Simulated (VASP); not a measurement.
A run of VASP 6.6.1 is set up as follows.

File INCAR:

```
ALGO     = Normal         # electronic algorithm
EDIFF    = 1E-6           # SCF threshold, eV
ENCUT    = 500            # plane-wave cutoff, eV
GGA      = PE             # functional
GGA_COMPAT= False        
ISIF     = 2              # what is computed and relaxed
ISMEAR   = 0              # smearing method
LASPH    = True           # aspherical terms in the spheres
LCHARG   = False          # write CHGCAR
LREAL    = False          # projectors in reciprocal space
LWAVE    = False          # write WAVECAR
NBANDS   = 16             # bands
NELM     = 120            # most SCF steps
PREC     = Accurate       # precision mode
SIGMA    = 0.1            # smearing width, eV
```

KPOINTS

```
k-points
0
Gamma
  4 4 4
```

The input POSCAR:

```
CdS
1.0
    0.0000000000      2.9429534649      2.9429534649
    2.9429534649      0.0000000000      2.9429534649
    2.9429534649      2.9429534649      0.0000000000
Cd S
1 1
Direct
    0.0000000000      0.0000000000      0.0000000000
    0.2500000000      0.2500000000      0.2500000000
```

Potentials or basis: VASP PAW PBE potentials, release 64 (Cd, S).

Command:

```console
$ cat potpaw_PBE.64/Cd/POTCAR potpaw_PBE.64/S/POTCAR > POTCAR
$ mpirun -np 1 vasp_std > vasp.out
```

Problem. Estimate the pressure.

Solution. 1.6 GPa.

Problem. Predict the band gap on the k mesh.

Solution. 1.08 eV, direct.

Caveat: the k points lie up to 0.46 Å⁻¹ apart.
